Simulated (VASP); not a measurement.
# Na (Im-3m) in VASP: further runs, part 2 of 2

VASP 6.6.1. The steps go on from the part before.

**4. Relaxation of cell and atoms, PBE, target pressure 9.4 GPa, at which the enthalpy is minimised**

The input, INCAR:

```
  PREC = Accurate
  ENCUT = 600
  EDIFF = 1E-7
  ISMEAR = -1
  SIGMA = 0.08
  LREAL = False
  LASPH = True
  NELM = 100
  ALGO = Normal
  ISIF = 3
  LWAVE = False
  LCHARG = False
  GGA = PE
  IBRION = 2
  NSW = 32
  EDIFFG = -0.005
  PSTRESS = 94.0
```

The input, KPOINTS:

```
Automatic mesh
0
Gamma
  15 15 15
```

The input, POSCAR:

```
Na
1.0
   -1.7836574211      1.7836574211      1.7836574211
    1.7836574211     -1.7836574211      1.7836574211
    1.7836574211      1.7836574211     -1.7836574211
Na
1
Direct
    0.0000000000      0.0000000000      0.0000000000
```

Potentials or basis: VASP PAW PBE potentials, release 64 (Na_pv).

Command:

```
$ cat potpaw_PBE.64/Na_pv/POTCAR > POTCAR
$ mpirun -np 1 vasp_std > vasp.out
```

OUTCAR:

```text
PREC = Accurate
   ENCUT = 600
   EDIFF = 1E-7
   ISMEAR = -1
   LREAL = False
   LASPH = True
   NELM = 100
   ISIF = 3
   GGA = PE
   IBRION = 2
   NSW = 32
   EDIFFG = -0.005
   PSTRESS = 94.0

 ion  position               nearest neighbor table
   1  0.000  0.000  0.000-

  LATTYP: Found a body centered cubic cell.
 ALAT       =     3.5673148422

  Lattice vectors:

 A1 = (  -1.7836574211,   1.7836574211,   1.7836574211)
 A2 = (   1.7836574211,  -1.7836574211,   1.7836574211)
 A3 = (   1.7836574211,   1.7836574211,  -1.7836574211)

Analysis of symmetry for initial positions (statically):
=====================================================================
 Subroutine PRICEL returns:
 Original cell was already a primitive cell.

 Routine SETGRP: Setting up the symmetry group for a
 body centered cubic supercell.

 Subroutine GETGRP returns: Found 48 space group operations
 (whereof 48 operations were pure point group operations)
 out of a pool of 48 trial point group operations.

The static configuration has the point symmetry O_h .

Analysis of symmetry for dynamics (positions and initial velocities):
=====================================================================
 Subroutine PRICEL returns:
 Original cell was already a primitive cell.

 Routine SETGRP: Setting up the symmetry group for a
 body centered cubic supercell.

 Subroutine GETGRP returns: Found 48 space group operations
 (whereof 48 operations were pure point group operations)
 out of a pool of 48 trial point group operations.

The dynamic configuration has the point symmetry O_h .

 Subroutine INISYM returns: Found 48 space group operations
 (whereof 48 operations are pure point group operations),
 and found     1 'primitive' translations

----------------------------------------------------------------------------------------

                                     Primitive cell

  volume of cell :      22.6984

  direct lattice vectors                    reciprocal lattice vectors
    -1.783657421  1.783657421  1.783657421     0.000000000  0.280322888  0.280322888
     1.783657421 -1.783657421  1.783657421     0.280322888  0.000000000  0.280322888
     1.783657421  1.783657421 -1.783657421     0.280322888  0.280322888  0.000000000

  length of vectors
     3.089385277  3.089385277  3.089385277     0.396436430  0.396436430  0.396436430

  position of ions in fractional coordinates (direct lattice)
     0.000000000  0.000000000  0.000000000

  ion indices of the primitive-cell ions
   primitive index   ion index
                 1           1

----------------------------------------------------------------------------------------

 KPOINTS: Automatic mesh

Automatic generation of k-mesh.
 Grid dimensions read from file:
 generate k-points for:   15   15   15

 Generating k-lattice:

  Cartesian coordinates                     Fractional coordinates (reciprocal lattice)
     0.000000000  0.018688193  0.018688193     0.066666667  0.000000000  0.000000000
     0.018688193  0.000000000  0.018688193     0.000000000  0.066666667  0.000000000
     0.018688193  0.018688193  0.000000000     0.000000000  0.000000000  0.066666667

  Length of vectors
     0.026429095  0.026429095  0.026429095

  Shift w.r.t. Gamma in fractional coordinates (k-lattice)
     0.000000000  0.000000000  0.000000000

 Subroutine IBZKPT returns following result:
 ===========================================

 Found    120 irreducible k-points:

 Following reciprocal coordinates:
            Coordinates               Weight
  0.000000  0.000000  0.000000      1.000000
  0.066667  0.000000  0.000000     12.000000
  0.133333  0.000000  0.000000     12.000000
  0.200000  0.000000  0.000000     12.000000
  0.266667  0.000000  0.000000     12.000000
  0.333333  0.000000  0.000000     12.000000
[... 16 lines left out ...]
  0.333333  0.200000  0.000000     48.000000
  0.400000  0.200000  0.000000     24.000000
 [... further k-points ...]
   k-points           NKPTS =    120   k-points in BZ     NKDIM =    120   number of bands    NBANDS=      7
   number of dos      NEDOS =    301   number of ions     NIONS =      1
   total plane-waves  NPLWV =  21952
   dimension x,y,z NGX =    28 NGY =   28 NGZ =   28
   dimension x,y,z NGXF=    56 NGYF=   56 NGZF=   56
   ions per type =               1
   NGX,Y,Z   is equivalent  to a cutoff of  15.07, 15.07, 15.07 a.u.
   NGXF,Y,Z  is equivalent  to a cutoff of  30.13, 30.13, 30.13 a.u.
 SYSTEM =  unknown system
   PREC   = accura    normal or accurate (medium, high low for compatibility)
   ISTART =      0    job   : 0-new  1-cont  2-samecut
   ICHARG =      2    charge: 1-file 2-atom 10-const
   ISPIN  =      1    spin polarized calculation?
   LNONCOLLINEAR =      F non collinear calculations
   LSORBIT =      F    spin-orbit coupling
   LASPH  =      T    aspherical Exc in radial PAW
   ENCUT  =  600.0 eV  44.10 Ry    6.64 a.u.   6.17  6.17  6.17*2*pi/ulx,y,z
   NELM   =    100;   NELMIN=  2; NELMDL= -5     # of ELM steps
   EDIFF  = 0.1E-06   stopping-criterion for ELM
   LREAL  =      F    real-space projection
   EDIFFG = -.5E-02   stopping-criterion for IOM
   NSW    =     32    number of steps for IOM
   IBRION =      2    ionic relax: 0-MD 1-quasi-New 2-CG
   NFREE  =      1    steps in history (QN), initial steepest desc. (CG)
   ISIF   =      3    stress and relaxation
   ISYM   =      2    0-nonsym 1-usesym 2-fastsym
   POTIM  = 0.5000    time-step for ionic-motion
   TEBEG  =    0.0;   TEEND  =   0.0 temperature during run
   PSTRESS=   94.0 pullay stress
   NELECT =       7.0000    total number of electrons
   NUPDOWN=      -1.0000    fix difference up-down
   EMIN   =  10.00;   EMAX   =-10.00  energy-range for DOS
   EFERMI =   0.00;   METHOD = LEGACY
   ISMEAR =    -1;   SIGMA  =   0.08  broadening in eV -4-tet -1-fermi 0-gaus
   EFERMI_NEDOS =   21; number of points for ismear=-14 and -15
   IALGO  =     38    algorithm
   IMIX   =      4    mixing-type and parameters
     AMIX     =   0.40;   BMIX     =  1.00
     AMIX_MAG =   1.60;   BMIX_MAG =  1.00
  volume/ion in A,a.u.               =      22.70       153.18
  Fermi-wavevector in a.u.,A,eV,Ry     =   1.106053  2.090138 16.644741  1.223354
  Thomas-Fermi vector in A             =   2.242549
   LORBIT       =      0    0 simple, 1 ext, 2 COOP (PROOUT), +10 PAW based schemes
   GGA     = PE    functional components
   LHFCALC =     F    Hartree Fock is set to
   AEXX    =    0.0000 exact exchange contribution
   IVDW    =     0    specifies the selected vdW correction
   LEPSILON=     F    determine dielectric tensor
   LRPA    =     F    only Hartree local field effects (RPA)
 conjugate gradient relaxation of ions
 non-spin polarized calculation
  energy-cutoff  :      600.00
  volume of cell :       22.70
 maximum number of plane-waves:       767
 NGX is ok and might be reduce to    28
   NGX = 13   NGY = 13   NGZ = 13

--------------------------------------- Ionic step        1  -------------------------------------------

 number of electron       6.9999999 magnetization

 Free energy of the ion-electron system (eV)
  ---------------------------------------------------
  ext. energy  EPLUGINS =         0.00000000
  ---------------------------------------------------
  free energy    TOTEN  =        -1.02965709 eV

  energy without entropy =       -1.02090465  energy(sigma->0) =       -1.02528087

------------------------ aborting loop because EDIFF is reached ----------------------------------------

  FORCE on cell =-STRESS in cart. coord.  units (eV):
  Direction    XX          YY          ZZ          XY          YZ          ZX
  --------------------------------------------------------------------------------------
  -------------------------------------------------------------------------------------
  Total        1.3203931      1.3203931      1.3203931      0.0000000     -0.0000000      0.0000000
  in kB       93.2007733     93.2007733     93.2007733      0.0000000     -0.0000000      0.0000000
  external PRESSURE =      -0.7992267 kB  Pullay stress =      94.0000000 kB
[... 172 lines left out ...]
--------------------------------------- Ionic step        6  -------------------------------------------

 number of electron       6.9999999 magnetization

 Free energy of the ion-electron system (eV)
  ---------------------------------------------------
  ext. energy  EPLUGINS =         0.00000000
  ---------------------------------------------------
  free energy    TOTEN  =        -1.02951375 eV

  energy without entropy =       -1.02076167  energy(sigma->0) =       -1.02513771

 E-fermi :   2.2431     XC(G=0):  -7.9433

 val. band max:        2.2083683398   @ k =  -0.3333   0.4000   0.2000
 cond. band min:       2.3040344466   @ k =   0.2667   0.1333   0.1333
 fundamental gap:      0.0956661068
 Fermi energy:         2.2430969063

 k-point     1 :       0.0000    0.0000    0.0000
  band No.  band energies     occupation
      1     -22.5290      2.00000
      2     -22.5290      2.00000
      3     -22.5290      2.00000
      4      -2.2729      2.00000
      5      17.4826      0.00000
      6      17.4826      0.00000
      7      17.4826      0.00000
[... 221 lines left out ...]
 k-point    24 :       0.4000    0.2000    0.0000
  band No.  band energies     occupation
      1     -22.6870      2.00000
      2     -22.6097      2.00000
      3     -22.5466      2.00000
      4       3.7447      0.00000
      5       4.6128      0.00000
      6       8.7626      0.00000
      7      13.8395      0.00000

 [... further k-points ...]
[... 5 lines left out ...]
  --------------------------------------------------------------------------------------
  -------------------------------------------------------------------------------------
  Total        1.3334020      1.3334020      1.3334020     -0.0000000      0.0000000     -0.0000000
  in kB       94.1290666     94.1290666     94.1290666     -0.0000000      0.0000000     -0.0000000
  external PRESSURE =       0.1290666 kB  Pullay stress =      94.0000000 kB
[... 20 lines left out ...]
  energy  without entropy=       -1.0207616674  energy(sigma->0) =       -1.02513771

  enthalpy is  TOTEN    =         0.3020599412 eV   P V=        1.3315736911

 reached required accuracy - stopping structural energy minimisation
```

Run time: 32 s. Hardware: 1 thread of AMD EPYC 9R45 (Zen 5), shared host; peak memory 0.12 GiB.

Results:

| Item | Value |
| --- | --- |
| Free energy | -1.0295 eV |
| Relaxed volume | 22.70 Å³/atom |
| Relaxed cell | a = 3.089 Å, b = 3.089 Å, c = 3.089 Å, α = 109.47°, β = 109.47°, γ = 109.47° |
| Space group after relaxing (to 0.1 Å) | Im-3m (No. 229) |
| Energy change on relaxing (the run minimises the enthalpy) | +0.1 meV/atom |
| Ionic steps | 6 |
| Pressure after relaxing | 9.4 GPa |
| Band gap on the k mesh | zero (an odd number of electrons rules out a gap without spin polarisation) |

Step by step:
| step | energy change (eV) | largest force (eV/Å) | pressure (GPa) | volume (Å³) |
| --- | --- | --- | --- | --- |
| 1 | 0.0000 | 0.0000 | 9.32 | 22.70 |
| 2 | 0.0022 | 0.0000 | 9.51 | 22.66 |
| 3 | 0.0009 | 0.0000 | 9.45 | 22.68 |
| 4 | 0.0006 | 0.0000 | 9.44 | 22.69 |
| 5 | 0.0003 | 0.0000 | 9.44 | 22.69 |
| 6 | 0.0001 | 0.0000 | 9.41 | 22.70 |

Final structure:
```yaml
crystal:
  lattice:
    - [-1.78359, 1.78359, 1.78359]
    - [1.78359, -1.78359, 1.78359]
    - [1.78359, 1.78359, -1.78359]
  atoms:
    - { symbol: Na, position: [0.00000, 0.00000, 0.00000] }
```

Levels at points of the mesh, in eV from the Fermi level:
```
           k point  band 1  band 2  band 3  band 4  band 5  band 6  band 7
(0.00, 0.00, 0.00)  -24.77  -24.77  -24.77   -4.52   15.24   15.24   15.24
```

Caveat: the cell is relaxed towards a set pressure, so the run minimises the enthalpy, not the energy.
